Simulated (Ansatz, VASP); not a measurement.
**Two plane-wave programs on AlN**

File INCAR:

```
PREC = Accurate
ENCUT = 520
EDIFF = 1E-6
ISMEAR = 0
SIGMA = 0.05
LREAL = F
LASPH = T
NELM = 60
ALGO = Normal
ISIF = 2
LWAVE = F
LCHARG = F
GGA = PE
NBANDS = 11
```

File KPOINTS:

```
regular mesh
0
Gamma
  8 8 8
```

POSCAR

```
AlN
1.0
    0.1079926311      2.2420678888      2.1840838527
    2.0842989918      0.1190569458      2.1730195380
    2.2699177645      2.4166223467     -0.0665618268
Al N
1 1
Direct
   -0.0015397778      0.0040007118     -0.0016208050
    0.7515397778      0.7459992882      0.7516208050
```

Input for Ansatz:

```yaml
crystal:
  lattice:
    - [0.1079926311, 2.2420678888, 2.1840838527]
    - [2.0842989918, 0.1190569458, 2.173019538]
    - [2.2699177645, 2.4166223467, -0.0665618268]
  atoms:
    - { symbol: Al, position: [-0.0015397778, 0.0040007118, -0.001620805] }
    - { symbol: "N", position: [0.7515397778, 0.7459992882, 0.751620805] }
basis:
  ecutwfc: 420
kpoints:
  mp_grid: { grid: [8, 8, 8] }
hamiltonian:
  xc: pbe
scf:
  occupations: { method: gaussian, width: 0.05 }
output:
  forces: true
  stress: true
  eigenvalues: true
  write_density: true
  write_potential: true
  elf: true
  volumetric_format: npy
```

Change from the starting cell: cell sheared at random, sigma 0.06, atoms nudged by 0.01 Å.

Alike in both runs: task single point; functional PBE; k mesh 8 × 8 × 8; occupations gaussian, width 0.05 eV; no spin polarisation.

```csv
,VASP,Ansatz
version,VASP 6.6.1,Ansatz 0.2.0
potentials or method,"VASP PAW PBE potentials, release 64 (Al, N), cutoff 520 eV","scalar-relativistic, plane waves, PAW"
valence electrons in the cell,8,8
```

Ansatz gave:

- gap on the k mesh at the Fermi level (eV): 2.63
- least direct gap on the mesh (eV): 3.21
- pressure (GPa): 5.4
- traceless stress, the component that is largest in VASP (GPa): -29.58
- rms of the force components (eV/Å): 0.780

Q: Which values does VASP return?

A: gap on the k mesh at the Fermi level (eV): 2.62; least direct gap on the mesh (eV): 3.21; pressure (GPa): 5.2; traceless stress, the component that is largest in VASP (GPa): -29.80; rms of the force components (eV/Å): 0.784.

Atom by atom the forces differ by 0.005 eV/Å (rms over components).
